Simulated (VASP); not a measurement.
## Be16B (a cell with a defect): single point with PBE

Crystal: Be16B (a cell with a defect).

```
Be B
1.0
    -2.29000   -3.96640    0.00000
     3.43500   -1.98320    0.00000
     0.00000    0.00000    7.17686
Be B
16 1
Direct
  0.76146 0.44048 0.99315
  0.46715 0.30900 0.23740
  0.73429 0.46087 0.49826
  0.48564 0.31652 0.75180
  0.55983 0.95505 0.00535
  0.22874 0.82985 0.24416
  0.49107 0.98199 0.49629
  0.26210 0.83631 0.73068
  0.23350 0.60290 0.98443
  0.96816 0.28020 0.23997
  0.23945 0.48438 0.48907
  0.99826 0.32039 0.73491
  0.19013 0.12667 0.98156
  0.71847 0.76745 0.26450
  0.98626 0.96526 0.50011
  0.76174 0.79788 0.75783
  0.91584 0.86064 0.04628
```

| Item | Value |
| --- | --- |
| Program | VASP 6.6.1 |
| Task | single point |
| Functional | PBE |
| Potentials or basis | VASP PAW PBE potentials, release 64 (Be, B) |
| Cutoff | 520 eV |
| k mesh | 4 × 4 × 3 |
| Occupations | fermi-dirac, width 0.1 eV |
| Spin | no spin polarisation |
| Dipole correction | no |
| Further INCAR settings | LREAL = Auto; ALGO = Normal; EDIFF = 1e-07; NBANDS = 32 |

```json
{"Pressure": "8.7 GPa", "Largest force": "0.971 eV/Å"}
```

Forces on the atoms (eV/Å):
```
Be  -0.051  0.042 -0.094
Be   0.019  0.058 -0.050
Be   0.005 -0.019 -0.041
Be  -0.016 -0.090 -0.028
Be  -0.025  0.095  0.052
Be   0.024  0.119 -0.117
Be  -0.004 -0.040 -0.041
Be  -0.079 -0.152 -0.117
Be   0.022  0.097 -0.121
Be  -0.043  0.123 -0.158
Be   0.003 -0.016 -0.113
Be   0.047 -0.162 -0.193
Be   0.035  0.045 -0.267
Be   0.026  0.178  0.105
Be   0.002 -0.021  0.043
Be  -0.027 -0.273  0.172
B    0.062  0.017  0.969
```

Stress tensor (GPa, compression positive):
```
 8.93  0.25 -0.69
 0.25 13.93  9.84
-0.69  9.84  3.33
```

Levels at points of the mesh, in eV from the Fermi level:
| k point | band 15 | band 16 | band 17 | band 18 | band 19 | band 20 |
| --- | --- | --- | --- | --- | --- | --- |
| (0.00, 0.00, 0.00) | -1.98 | -0.75 | -0.65 | 0.35 | 0.64 | 0.75 |
| (0.50, 0.00, 0.00) | -2.16 | -2.01 | -1.56 | -0.70 | 0.15 | 0.36 |
| (0.00, 0.50, 0.00) | -3.04 | -2.54 | -1.76 | -0.18 | 0.18 | 0.72 |
| (0.50, 0.50, 0.00) | -1.08 | -0.87 | -0.56 | 0.48 | 0.50 | 0.85 |

Run time: 110 s on 1 thread of AMD EPYC 9R14 (Zen 4), on a shared host, peak memory 0.22 GiB.

Caveat: the k points lie up to 0.40 Å⁻¹ apart.
